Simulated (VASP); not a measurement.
# Al2Cu (P4/mmm) in VASP: notebook

The runs below take Al2Cu through single point, with PBE.

Everything below comes from runs of VASP 6.6.1. Logs are shortened: lines on timing, memory, paths and dates and some standing lists are left out, and cuts for length are marked.

## (1) The cell of the first run

It takes space group P4/mmm (No. 123, tetragonal). Conventional cell: a = 4.105 Å, b = 4.105 Å, c = 2.891 Å, α = 90.00°, β = 90.00°, γ = 90.00°. Al (site symmetry mmm) has 4 Cu at 2.51 Å and 6 Al at 2.89 to 2.90 Å within 3.3 Å. Within 3.3 Å of Cu (site symmetry 4/mmm) lie 8 Al at 2.51 Å and 2 Cu at 2.89 Å.

## (2) Single point, PBE

INCAR reads:

```
PREC = Accurate
ENCUT = 520
EDIFF = 1E-6
ISMEAR = -1
SIGMA = 0.05
LREAL = False
LASPH = True
NELM = 100
ALGO = Fast
ISIF = 2
LWAVE = False
LCHARG = False
GGA = PE
NBANDS = 16
```

KPOINTS reads:

```
Automatic mesh
0
Gamma
  10 10 14
```

POSCAR reads:

```
Al2Cu
1.0
    4.1051820000      0.0000000000      0.0000000000
    0.0000000000      4.1051820000      0.0000000000
    0.0000000000      0.0000000000      2.8913130000
Al Cu
2 1
Direct
    0.5000000000      0.0000000000      0.5000000000
    0.0000000000      0.5000000000      0.5000000000
    0.0000000000      0.0000000000      0.0000000000
```

Potentials or basis: VASP PAW PBE potentials, release 64 (Al, Cu).

Started as:

```bash
> cat potpaw_PBE.64/Al/POTCAR potpaw_PBE.64/Cu/POTCAR > POTCAR
> mpirun -np 1 vasp_std > vasp.out
```

OUTCAR:

```text
PREC = Accurate
   ENCUT = 520
   EDIFF = 1E-6
   ISMEAR = -1
   LREAL = False
   LASPH = True
   NELM = 100
   ISIF = 2
   GGA = PE

 ion  position               nearest neighbor table
   1  0.500  0.000  0.500-   3 2.51   3 2.51   3 2.51   3 2.51   2 2.90   2 2.90   2 2.90   2 2.90

   2  0.000  0.500  0.500-   3 2.51   3 2.51   3 2.51   3 2.51   1 2.90   1 2.90   1 2.90   1 2.90

   3  0.000  0.000  0.000-   1 2.51   2 2.51   1 2.51   2 2.51   2 2.51   2 2.51   1 2.51   1 2.51

  LATTYP: Found a simple tetragonal cell.
 ALAT       =     4.1051820000
 C/A-ratio  =     0.7043081159

  Lattice vectors:

 A1 = (   4.1051820000,   0.0000000000,   0.0000000000)
 A2 = (   0.0000000000,   4.1051820000,   0.0000000000)
 A3 = (   0.0000000000,   0.0000000000,   2.8913130000)

Analysis of symmetry for initial positions (statically):
=====================================================================
 Subroutine PRICEL returns:
 Original cell was already a primitive cell.

 Routine SETGRP: Setting up the symmetry group for a
 simple tetragonal supercell.

 Subroutine GETGRP returns: Found 16 space group operations
 (whereof 16 operations were pure point group operations)
 out of a pool of 16 trial point group operations.

The static configuration has the point symmetry D_4h.

Analysis of symmetry for dynamics (positions and initial velocities):
=====================================================================
 Subroutine PRICEL returns:
 Original cell was already a primitive cell.

 Routine SETGRP: Setting up the symmetry group for a
 simple tetragonal supercell.

 Subroutine GETGRP returns: Found 16 space group operations
 (whereof 16 operations were pure point group operations)
 out of a pool of 16 trial point group operations.

The dynamic configuration has the point symmetry D_4h.

 Subroutine INISYM returns: Found 16 space group operations
 (whereof 16 operations are pure point group operations),
 and found     1 'primitive' translations

----------------------------------------------------------------------------------------

                                     Primitive cell

  volume of cell :      48.7259

  direct lattice vectors                    reciprocal lattice vectors
     4.105182000  0.000000000  0.000000000     0.243594559  0.000000000  0.000000000
     0.000000000  4.105182000  0.000000000     0.000000000  0.243594559  0.000000000
     0.000000000  0.000000000  2.891313000     0.000000000  0.000000000  0.345863627

  length of vectors
     4.105182000  4.105182000  2.891313000     0.243594559  0.243594559  0.345863627

  position of ions in fractional coordinates (direct lattice)
     0.500000000  0.000000000  0.500000000
     0.000000000  0.500000000  0.500000000
     0.000000000  0.000000000  0.000000000

  ion indices of the primitive-cell ions
   primitive index   ion index
                 1           1
                 2           2
                 3           3

----------------------------------------------------------------------------------------

 KPOINTS: Automatic mesh

Automatic generation of k-mesh.
 Grid dimensions read from file:
 generate k-points for:   10   10   14

 Generating k-lattice:

  Cartesian coordinates                     Fractional coordinates (reciprocal lattice)
     0.024359456  0.000000000  0.000000000     0.100000000  0.000000000  0.000000000
     0.000000000  0.024359456  0.000000000     0.000000000  0.100000000  0.000000000
     0.000000000  0.000000000  0.024704545     0.000000000  0.000000000  0.071428571

  Length of vectors
     0.024359456  0.024359456  0.024704545

  Shift w.r.t. Gamma in fractional coordinates (k-lattice)
     0.000000000  0.000000000  0.000000000

 Subroutine IBZKPT returns following result:
 ===========================================

 Found    168 irreducible k-points:

 Following reciprocal coordinates:
            Coordinates               Weight
  0.000000  0.000000  0.000000      1.000000
  0.100000  0.000000  0.000000      4.000000
  0.200000  0.000000  0.000000      4.000000
  0.300000  0.000000  0.000000      4.000000
  0.400000  0.000000  0.000000      4.000000
  0.500000  0.000000  0.000000      2.000000
[... 16 lines left out ...]
  0.100000  0.000000  0.071429      8.000000
  0.200000  0.000000  0.071429      8.000000
 [... further k-points ...]
   k-points           NKPTS =    168   k-points in BZ     NKDIM =    168   number of bands    NBANDS=     16
   number of dos      NEDOS =    301   number of ions     NIONS =      3
   total plane-waves  NPLWV =  24576
   dimension x,y,z NGX =    32 NGY =   32 NGZ =   24
   dimension x,y,z NGXF=    64 NGYF=   64 NGZF=   48
   ions per type =               2   1
   NGX,Y,Z   is equivalent  to a cutoff of  12.96, 12.96, 13.80 a.u.
   NGXF,Y,Z  is equivalent  to a cutoff of  25.92, 25.92, 27.60 a.u.
 SYSTEM =  unknown system
   PREC   = accura    normal or accurate (medium, high low for compatibility)
[... 116 lines left out ...]
     16      18.6848      0.00000

 k-point     6 :       0.5000    0.0000    0.0000
  band No.  band energies     occupation
      1      -1.8162      2.00000
      2      -0.4786      2.00000
      3       2.2078      2.00000
      4       2.7126      2.00000
      5       2.8567      2.00000
      6       3.0828      2.00000
[... 8 lines left out ...]
     15      16.3993      0.00000
     16      18.0410      0.00000

 k-point     7 :       0.1000    0.1000    0.0000
  band No.  band energies     occupation
      1      -3.2048      2.00000
      2       1.6737      2.00000
      3       2.2290      2.00000
      4       2.8651      2.00000
      5       3.1126      2.00000
      6       3.1132      2.00000
[... 8 lines left out ...]
     15      16.1517      0.00000
     16      19.0150      0.00000

 k-point     8 :       0.2000    0.1000    0.0000
  band No.  band energies     occupation
      1      -2.9552      2.00000
      2       1.4535      2.00000
      3       2.1660      2.00000
      4       2.7924      2.00000
      5       3.1047      2.00000
      6       3.1142      2.00000
[... 8 lines left out ...]
     15      17.2876      0.00000
     16      18.4137      0.00000

 k-point     9 :       0.3000    0.1000    0.0000
  band No.  band energies     occupation
      1      -2.5545      2.00000
      2       0.8237      2.00000
      3       2.1496      2.00000
      4       2.7247      2.00000
      5       3.0323      2.00000
      6       3.0946      2.00000
[... 8 lines left out ...]
     15      17.5570      0.00000
     16      18.8320      0.00000
[... 172 lines left out ...]
 k-point    19 :       0.4000    0.4000    0.0000
  band No.  band energies     occupation
      1      -0.8483      2.00000
      2       0.7906      2.00000
      3       1.1311      2.00000
      4       2.1721      2.00000
      5       2.8697      2.00000
      6       3.0920      2.00000
[... 8 lines left out ...]
     15      17.3684      0.00000
     16      18.1085      0.00000

 k-point    20 :       0.5000    0.4000    0.0000
  band No.  band energies     occupation
      1      -0.4597      2.00000
      2       0.4696      2.00000
      3       1.2124      2.00000
      4       1.9933      2.00000
      5       2.8331      2.00000
      6       3.0460      2.00000
[... 8 lines left out ...]
     15      17.1088      0.00000
     16      17.9270      0.00000

 k-point    21 :       0.5000    0.5000    0.0000
  band No.  band energies     occupation
      1       0.0129      2.00000
      2       0.6812      2.00000
      3       0.6812      2.00000
      4       1.7877      2.00000
      5       2.8118      2.00000
      6       2.9706      2.00000
[... 8 lines left out ...]
     15      17.2527      0.00000
     16      17.2530      0.00000

 k-point    22 :       0.0000    0.0000    0.0714
  band No.  band energies     occupation
      1      -3.2809      2.00000
      2       1.7874      2.00000
      3       2.3097      2.00000
      4       2.9309      2.00000
      5       3.0239      2.00000
      6       3.0239      2.00000
[... 8 lines left out ...]
     15      15.5446      0.00000
     16      18.6375      0.00000

 k-point    23 :       0.1000    0.0000    0.0714
  band No.  band energies     occupation
      1      -3.1968      2.00000
      2       1.7388      2.00000
      3       2.2907      2.00000
      4       2.9036      2.00000
      5       3.0125      2.00000
      6       3.0305      2.00000
[... 8 lines left out ...]
     15      15.9574      0.00000
     16      18.1320      0.00000

 k-point    24 :       0.2000    0.0000    0.0714
  band No.  band energies     occupation
      1      -2.9477      2.00000
      2       1.4762      2.00000
      3       2.2454      2.00000
      4       2.8450      2.00000
      5       2.9743      2.00000
      6       3.0397      2.00000
[... 8 lines left out ...]
     15      17.2276      0.00000
     16      17.2595      0.00000

 [... further k-points ...]

------------------------ aborting loop because EDIFF is reached ----------------------------------------

  FORCE on cell =-STRESS in cart. coord.  units (eV):
  Direction    XX          YY          ZZ          XY          YZ          ZX
  --------------------------------------------------------------------------------------
  -------------------------------------------------------------------------------------
  Total        0.2290611      0.2290611      0.0733985      0.0000000     -0.0000000      0.0000000
  in kB        7.5318562      7.5318562      2.4134476      0.0000000     -0.0000000      0.0000000
  external PRESSURE =       5.8257200 kB  Pullay stress =       0.0000000 kB

 VOLUME and BASIS-vectors are now :
 -----------------------------------------------------------------------------
  energy-cutoff  :      520.00
  volume of cell :       48.73
      direct lattice vectors                 reciprocal lattice vectors
     4.105182000  0.000000000  0.000000000     0.243594559  0.000000000  0.000000000
     0.000000000  4.105182000  0.000000000     0.000000000  0.243594559  0.000000000
     0.000000000  0.000000000  2.891313000     0.000000000  0.000000000  0.345863627

 POSITION                                       TOTAL-FORCE (eV/Angst)
 -----------------------------------------------------------------------------------
      2.05259      0.00000      1.44566         0.000000      0.000000      0.000000
      0.00000      2.05259      1.44566         0.000000      0.000000      0.000000
      0.00000      0.00000      0.00000         0.000000      0.000000      0.000000
 -----------------------------------------------------------------------------------
    total drift:                               -0.000000     -0.000000      0.000000

  FREE ENERGIE OF THE ION-ELECTRON SYSTEM (eV)
  ---------------------------------------------------
  free  energy   TOTEN  =       -11.2978085821 eV

  energy  without entropy=      -11.2902715816  energy(sigma->0) =      -11.29404008
```

Run time: 49 s. Hardware: 1 thread of Intel Xeon 6975P-C (Granite Rapids), shared host; peak memory 0.25 GiB.

Results:

```
Free energy            : -11.2978 eV
Pressure               : 0.6 GPa
Band gap on the k mesh : zero (an odd number of electrons rules out a gap without spin polarisation)
```

Stress tensor (GPa, compression positive):
```
0.75 0.00 0.00
0.00 0.75 0.00
0.00 0.00 0.24
```

Levels at points of the mesh, in eV from the Fermi level:
| k point | band 7 | band 8 | band 9 | band 10 | band 11 | band 12 |
| --- | --- | --- | --- | --- | --- | --- |
| (0.00, 0.00, 0.00) | -2.33 | -2.33 | -0.07 | 0.95 | 5.99 | 6.20 |
| (0.50, 0.00, 0.00) | -3.99 | -1.01 | 1.59 | 1.78 | 1.95 | 7.39 |
| (0.50, 0.50, 0.00) | -4.02 | -4.02 | -2.39 | 8.56 | 8.56 | 9.34 |
| (0.00, 0.00, 0.50) | -2.97 | 2.53 | 2.54 | 2.54 | 2.81 | 2.81 |
| (0.50, 0.00, 0.50) | -3.01 | -2.44 | -1.68 | 3.67 | 4.05 | 4.37 |
| (0.50, 0.50, 0.50) | -2.22 | -2.22 | -0.88 | -0.81 | -0.07 | -0.07 |

## (3) Single point, PBE

INCAR reads:

```
SYSTEM = Al2Cu
  PREC = Accurate
  ENCUT = 520
  EDIFF = 1E-6
  ISMEAR = -1
  SIGMA = 0.2
  LREAL = .False.
  LASPH = .True.
  NELM = 80
  ALGO = Normal
  ISIF = 2
  LWAVE = .False.
  LCHARG = .False.
  GGA = PE
  NBANDS = 16
```

KPOINTS reads:

```
regular mesh
0
Gamma
  10 10 14
  0 0 0
```

POSCAR is that of step 2.

Potentials or basis: VASP PAW PBE potentials, release 64 (Al, Cu).

Started as:

```bash
> cat potpaw_PBE.64/Al/POTCAR potpaw_PBE.64/Cu/POTCAR > POTCAR
> mpirun -np 1 vasp_std > vasp.out
```

Wall time 44 s (1 thread of Intel Xeon 6975P-C (Granite Rapids), shared host); peak memory 0.25 GiB.

Results (log left out):

```yaml
Free_energy: -11.3547 eV
Pressure: 0.9 GPa
Band_gap_on_the_k_mesh: zero (an odd number of electrons rules out a gap without spin polarisation)
```

Stress tensor (GPa, compression positive):
```
1.18 0.00 0.00
0.00 1.18 0.00
0.00 0.00 0.42
```

Levels at points of the mesh, in eV from the Fermi level:
```csv
k point,band 7,band 8,band 9,band 10,band 11,band 12
"(0.00, 0.00, 0.00)",-2.32,-2.32,-0.06,0.95,6.00,6.21
"(0.50, 0.00, 0.00)",-3.99,-1.01,1.59,1.79,1.96,7.39
"(0.50, 0.50, 0.00)",-4.02,-4.02,-2.38,8.57,8.57,9.34
"(0.00, 0.00, 0.50)",-2.96,2.54,2.54,2.54,2.82,2.82
"(0.50, 0.00, 0.50)",-3.00,-2.43,-1.68,3.68,4.06,4.37
"(0.50, 0.50, 0.50)",-2.21,-2.21,-0.87,-0.81,-0.06,-0.06
```

## (4) Single point, PBE

INCAR reads:

```
SYSTEM = Al2Cu
PREC = Accurate ; ENCUT = 520
EDIFF = 1E-7 ; ISMEAR = -1
SIGMA = 0.3 ; LREAL = .False.
LASPH = .True. ; NELM = 80
ALGO = Normal ; ISIF = 2
LWAVE = .False. ; LCHARG = .False.
GGA = PE ; NBANDS = 16
```

KPOINTS is that of step 3.

POSCAR is that of step 3.

Started as:

```bash
> cat potpaw_PBE.64/Al/POTCAR potpaw_PBE.64/Cu/POTCAR > POTCAR
> mpirun -np 1 vasp_std > vasp.out
```

Run time: 46 s. Hardware: 1 thread of Intel Xeon 6975P-C (Granite Rapids), shared host; peak memory 0.25 GiB.

The run converged. Its results:

| Quantity | Value |
| --- | --- |
| Free energy | -11.4346 eV |
| Pressure | 1.3 GPa |
| Band gap on the k mesh | zero (an odd number of electrons rules out a gap without spin polarisation) |

Stress tensor (GPa, compression positive):
```
1.62 0.00 0.00
0.00 1.62 0.00
0.00 0.00 0.65
```

Levels at points of the mesh, in eV from the Fermi level:
```
           k point  band 5  band 6  band 7  band 8  band 9  band 10  band 11  band 12  band 13  band 14
(0.00, 0.00, 0.00)   -3.99   -3.99   -2.32   -2.32   -0.06     0.95     6.00     6.21     6.21     7.08
(0.50, 0.00, 0.00)   -4.25   -4.03   -3.99   -1.00    1.60     1.79     1.96     7.40     8.42     9.23
(0.50, 0.50, 0.00)   -4.29   -4.14   -4.02   -4.02   -2.38     8.57     8.57     9.34     9.91    10.13
(0.00, 0.00, 0.50)   -4.70   -4.01   -2.97    2.54    2.54     2.54     2.82     2.82     3.18     3.65
(0.50, 0.00, 0.50)   -4.09   -4.06   -3.00   -2.43   -1.68     3.68     4.06     4.38     4.98     6.04
(0.50, 0.50, 0.50)   -3.85   -3.43   -2.21   -2.21   -0.87    -0.81    -0.06    -0.06     2.47    11.64
```

Caveat: so wide a smearing shifts energies and pressures.

## (5) Single point, PBE

INCAR reads:

```
  ALGO = Fast
  EDIFF = 1E-6
  ENCUT = 520
  GGA = PE
  ISIF = 2
  ISMEAR = 0
  LASPH = True
  LCHARG = False
  LREAL = False
  LWAVE = False
  NBANDS = 16
  NELM = 100
  PREC = Accurate
  SIGMA = 0.1
```

KPOINTS reads:

```
k-points
0
Gamma
  14 14 18
```

POSCAR is that of step 4.

Started as:

```bash
> cat potpaw_PBE.64/Al/POTCAR potpaw_PBE.64/Cu/POTCAR > POTCAR
> mpirun -np 1 vasp_std > vasp.out
```

It took 1.8 min on 1 thread of Intel Xeon 6975P-C (Granite Rapids), shared host; peak memory 0.37 GiB.

It converged, with:

```yaml
Free_energy: -11.2955 eV
Pressure: 0.5 GPa
Band_gap_on_the_k_mesh: zero (an odd number of electrons rules out a gap without spin polarisation)
```

Stress tensor (GPa, compression positive):
```
0.74 0.00 0.00
0.00 0.74 0.00
0.00 0.00 0.05
```

Levels at points of the mesh, in eV from the Fermi level:
| k point | band 7 | band 8 | band 9 | band 10 | band 11 | band 12 |
| --- | --- | --- | --- | --- | --- | --- |
| (0.00, 0.00, 0.00) | -2.33 | -2.33 | -0.07 | 0.95 | 5.99 | 6.20 |
| (0.50, 0.00, 0.00) | -3.99 | -1.01 | 1.59 | 1.78 | 1.95 | 7.39 |
| (0.50, 0.50, 0.00) | -4.02 | -4.02 | -2.38 | 8.56 | 8.56 | 9.34 |
| (0.00, 0.00, 0.50) | -2.97 | 2.54 | 2.54 | 2.54 | 2.81 | 2.81 |
| (0.50, 0.00, 0.50) | -3.00 | -2.44 | -1.68 | 3.67 | 4.05 | 4.37 |
| (0.50, 0.50, 0.50) | -2.21 | -2.21 | -0.87 | -0.81 | -0.07 | -0.07 |

## (6) Single point, PBE

INCAR reads:

```
SYSTEM = Al2Cu
  PREC = Accurate
  ENCUT = 520
  EDIFF = 1E-6
  ISMEAR = 0
  SIGMA = 0.1
  LREAL = .False.
  LASPH = .True.
  NELM = 60
  ALGO = Fast
  ISIF = 2
  LWAVE = .False.
  LCHARG = .True.
  GGA = PE
  LELF = .True.
  LVHAR = .True.
  NBANDS = 16
```

KPOINTS reads:

```
Automatic mesh
0
Gamma
  14 14 20
  0 0 0
```

POSCAR is that of step 5.

Potentials or basis: VASP PAW PBE potentials, release 64 (Al, Cu).

Started as:

```bash
> cat potpaw_PBE.64/Al/POTCAR potpaw_PBE.64/Cu/POTCAR > POTCAR
> mpirun -np 1 vasp_std > vasp.out
```

It took 2 min on 1 thread of Intel Xeon 6975P-C (Granite Rapids), shared host; peak memory 0.4 GiB.

The run converged. Its results:

```
Free energy            : -11.2941 eV
Pressure               : 0.5 GPa
Band gap on the k mesh : zero (an odd number of electrons rules out a gap without spin polarisation)
```

Stress tensor (GPa, compression positive):
```
 0.96  0.00  0.00
 0.00  0.96  0.00
 0.00  0.00 -0.37
```

Levels at points of the mesh, in eV from the Fermi level:
| k point | band 5 | band 6 | band 7 | band 8 | band 9 | band 10 | band 11 | band 12 | band 13 | band 14 |
| --- | --- | --- | --- | --- | --- | --- | --- | --- | --- | --- |
| (0.00, 0.00, 0.00) | -4.01 | -4.01 | -2.34 | -2.34 | -0.08 | 0.95 | 5.99 | 6.20 | 6.20 | 7.06 |
| (0.50, 0.00, 0.00) | -4.26 | -4.04 | -4.00 | -1.02 | 1.58 | 1.78 | 1.94 | 7.38 | 8.41 | 9.22 |
| (0.50, 0.50, 0.00) | -4.31 | -4.15 | -4.03 | -4.03 | -2.39 | 8.56 | 8.56 | 9.33 | 9.89 | 10.12 |
| (0.00, 0.00, 0.50) | -4.71 | -4.02 | -2.98 | 2.53 | 2.53 | 2.53 | 2.81 | 2.81 | 3.17 | 3.63 |
| (0.50, 0.00, 0.50) | -4.10 | -4.07 | -3.01 | -2.45 | -1.69 | 3.67 | 4.05 | 4.36 | 4.96 | 6.03 |
| (0.50, 0.50, 0.50) | -3.86 | -3.44 | -2.22 | -2.22 | -0.88 | -0.82 | -0.08 | -0.08 | 2.46 | 11.62 |

## (7) Overview

| k mesh | smearing | gap on the mesh (eV) | pressure (GPa) |
| --- | --- | --- | --- |
| 10 × 10 × 14 | fermi-dirac 0.05 eV | none | 0.6 |
| 10 × 10 × 14 | fermi-dirac 0.2 eV | none | 0.9 |
| 10 × 10 × 14 | fermi-dirac 0.3 eV | none | 1.3 |
| 14 × 14 × 18 | gaussian 0.1 eV | none | 0.5 |
| 14 × 14 × 20 | gaussian 0.1 eV | none | 0.5 |

Alike in all rows: task single point; level PBE; potentials or basis VASP PAW PBE potentials, release 64 (Al, Cu); no spin polarisation; cell as given; cutoff (eV) 520.

Caveats: so wide a smearing shifts energies and pressures (at least some runs).

Absolute energies hang on the potentials; compare differences alone.
